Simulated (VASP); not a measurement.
# GaP (R-3m) in VASP: further runs, part 2 of 2

VASP 6.6.1. Earlier steps stand in the parts before.

## 5. Single point, PBE (19.91 Å³/atom)

This run uses another cell than the first one, of 19.91 Å³/atom.

File INCAR:

```
SYSTEM = GaP
PREC = Accurate ; ENCUT = 520
EDIFF = 1E-6 ; ISMEAR = 0
SIGMA = 0.05 ; LREAL = .False.
LASPH = .True. ; NELM = 80
ALGO = Normal ; ISIF = 2
LWAVE = .False. ; LCHARG = .False.
GGA = PE ; NBANDS = 26
```

File KPOINTS:

```
Automatic mesh
0
Gamma
  9 9 9
  0 0 0
```

File POSCAR:

```
GaP
1.0
    1.8818695832      1.0864979104      6.4904427345
   -1.8818695832      1.0864979104      6.4904427345
    0.0000000000     -2.1729958209      6.4904427345
Ga P
2 2
Direct
    0.4355841032      0.4355841032      0.4355841032
    0.5644158968      0.5644158968      0.5644158968
    0.0575077006      0.0575077006      0.0575077006
    0.9424922994      0.9424922994      0.9424922994
```

Started as:

```sh
$ cat potpaw_PBE.64/Ga_d/POTCAR potpaw_PBE.64/P/POTCAR > POTCAR
$ mpirun -np 1 vasp_std > vasp.out
```

Run time: 5.1 min. Hardware: 1 thread of AMD EPYC 9R45 (Zen 5), shared host; peak memory 0.44 GiB.

Results (log left out):

```yaml
Free_energy: -17.6332 eV
Pressure: 4.2 GPa
Largest_force: 0.430 eV/Å
Band_gap_on_the_k_mesh: 0.75 eV (least direct gap 1.37 eV)
```

Forces on the atoms (eV/Å):
```
Ga   0.000  0.000  0.336
Ga   0.000  0.000 -0.336
P    0.000  0.000 -0.430
P    0.000  0.000  0.430
```

Stress tensor (GPa, compression positive):
```
 6.75  0.00  0.00
 0.00  6.75  0.00
 0.00  0.00 -0.93
```

Levels at points of the mesh, in eV from the valence-band top:
| k point | band 15 | band 16 | band 17 | band 18 | band 19 | band 20 | band 21 | band 22 |
| --- | --- | --- | --- | --- | --- | --- | --- | --- |
| (0.00, 0.00, 0.00) | -1.68 | -0.38 | 0.00 | 0.00 | 1.37 | 1.57 | 2.90 | 3.85 |

Caveat: the stress differs along the axes, from -1 to 7 GPa; semilocal functionals underestimate gaps, and a narrow one can read as zero.

## 6. Single point, PBE (19.91 Å³/atom)

This run uses another cell than the first one, of 19.91 Å³/atom.

File INCAR:

```
  ALGO = Normal
  EDIFF = 1E-7
  ENCUT = 520
  GGA = PE
  ISIF = 2
  ISMEAR = 0
  LASPH = T
  LCHARG = T
  LELF = T
  LREAL = F
  LVHAR = T
  LWAVE = F
  NBANDS = 26
  NELM = 60
  PREC = Accurate
  SIGMA = 0.05
```

File KPOINTS:

```
k-points
0
Gamma
  9 9 9
```

File POSCAR:

```
GaP
1.0
    1.9854682738      1.1463106423      5.8307908620
   -1.9854682738      1.1463106423      5.8307908620
    0.0000000000     -2.2926212847      5.8307908620
Ga P
2 2
Direct
    0.4355841032      0.4355841032      0.4355841032
    0.5644158968      0.5644158968      0.5644158968
    0.0575077006      0.0575077006      0.0575077006
    0.9424922994      0.9424922994      0.9424922994
```

Potentials or basis: VASP PAW PBE potentials, release 64 (Ga_d, P).

Started as:

```sh
$ cat potpaw_PBE.64/Ga_d/POTCAR potpaw_PBE.64/P/POTCAR > POTCAR
$ mpirun -np 1 vasp_std > vasp.out
```

Run time: 4 min. Hardware: 1 thread of AMD EPYC 9R45 (Zen 5), shared host; peak memory 0.37 GiB.

It converged, with:

```yaml
Free_energy: -17.0732 eV
Pressure: 7.8 GPa
Largest_force: 2.840 eV/Å
Band_gap_on_the_k_mesh: 0.27 eV (least direct gap 0.28 eV)
```

Forces on the atoms (eV/Å):
```
Ga   0.000  0.000 -1.319
Ga   0.000  0.000  1.319
P    0.000  0.000  2.840
P    0.000  0.000 -2.840
```

Stress tensor (GPa, compression positive):
```
-2.56  0.00  0.00
 0.00 -2.56  0.00
 0.00  0.00 28.62
```

Levels at points of the mesh, in eV from the valence-band top:
| k point | band 16 | band 17 | band 18 | band 19 | band 20 | band 21 |
| --- | --- | --- | --- | --- | --- | --- |
| (0.00, 0.00, 0.00) | -0.12 | 0.00 | 0.00 | 0.28 | 1.74 | 3.10 |

Caveat: the stress differs along the axes, from -3 to 29 GPa; semilocal functionals underestimate gaps, and a narrow one can read as zero; forces of over 1 eV/Å act on the atoms, so gaps and moduli don't describe the material at rest.

## 7. Single point, PBE (19.91 Å³/atom)

This run uses another cell than the first one, of 19.91 Å³/atom.

File INCAR:

```
PREC = Accurate
ENCUT = 520
EDIFF = 1E-6
ISMEAR = 0
SIGMA = 0.05
LREAL = False
LASPH = True
NELM = 100
ALGO = Normal
ISIF = 2
LWAVE = False
LCHARG = False
GGA = PE
NBANDS = 26
```

File KPOINTS:

```
Automatic mesh
0
Gamma
  9 9 9
```

File POSCAR:

```
GaP
1.0
    1.9590536482      1.1310601512      5.9890882099
   -1.9590536482      1.1310601512      5.9890882099
    0.0000000000     -2.2621203024      5.9890882098
Ga P
2 2
Direct
    0.4355841032      0.4355841032      0.4355841032
    0.5644158968      0.5644158968      0.5644158968
    0.0575077006      0.0575077006      0.0575077006
    0.9424922994      0.9424922994      0.9424922994
```

Started as:

```sh
$ cat potpaw_PBE.64/Ga_d/POTCAR potpaw_PBE.64/P/POTCAR > POTCAR
$ mpirun -np 1 vasp_std > vasp.out
```

It took 3.5 min on 1 thread of AMD EPYC 9R45 (Zen 5), shared host; peak memory 0.37 GiB.

Results (log left out):

| Item | Value |
| --- | --- |
| Free energy | -17.4132 eV |
| Pressure | 6.1 GPa |
| Largest force | 1.705 eV/Å |
| Band gap on the k mesh | 0.58 eV (least direct gap 0.59 eV) |

Forces in eV/Å, atoms in the order of the input:
```
Ga   0.000  0.000 -0.749
Ga   0.000  0.000  0.749
P    0.000  0.000  1.705
P    0.000  0.000 -1.705
```

Stress tensor (GPa, compression positive):
```
-0.57  0.00  0.00
 0.00 -0.57  0.00
 0.00  0.00 19.48
```

Levels at points of the mesh, in eV from the valence-band top:
```tsv
k point	band 14	band 15	band 16	band 17	band 18	band 19	band 20	band 21	band 22	band 23
(0.00, 0.00, 0.00)	-2.34	-2.34	-0.12	0.00	0.00	0.59	1.96	3.30	3.30	3.70
```

Caveat: the stress differs along the axes, from -1 to 19 GPa; semilocal functionals underestimate gaps, and a narrow one can read as zero; forces of over 1 eV/Å act on the atoms, so gaps and moduli don't describe the material at rest. A k mesh can miss the band edges.

## 8. The runs side by side

```csv
cell,gap on the mesh (eV),pressure (GPa),largest force (eV/Å)
"a = 6.279 Å, angles 35.6°, 4 atoms",0.68,12.2,2.23
"a = 6.544 Å, angles 34.4°, 4 atoms",0.91,5.0,0.80
"a = 7.167 Å, angles 29.6°, 4 atoms",0.04,5.2,1.05
"a = 6.845 Å, angles 31.9°, 4 atoms",0.75,4.2,0.43
"a = 6.265 Å, angles 37.0°, 4 atoms",0.27,7.8,2.84
"a = 6.402 Å, angles 35.6°, 4 atoms",0.58,6.1,1.70
```

Alike in all rows: task single point; level PBE; potentials or basis VASP PAW PBE potentials, release 64 (Ga_d, P); no spin polarisation; k mesh 9 × 9 × 9; cutoff (eV) 520; smearing gaussian 0.05 eV.

Caveats: semilocal functionals underestimate gaps, and a narrow one can read as zero (at least some runs); forces of over 1 eV/Å act on the atoms, so gaps and moduli don't describe the material at rest (at least some runs); the stress differs along the axes, from 4 to 29 GPa (at least some runs); the stress differs along the axes, from 2 to 12 GPa (at least some runs); the stress differs along the axes, from -9 to 12 GPa (at least some runs); the stress differs along the axes, from -1 to 7 GPa (at least some runs); the stress differs along the axes, from -3 to 29 GPa (at least some runs).

Total energies depend on the potentials used, so only differences within one code and one set of settings carry meaning.
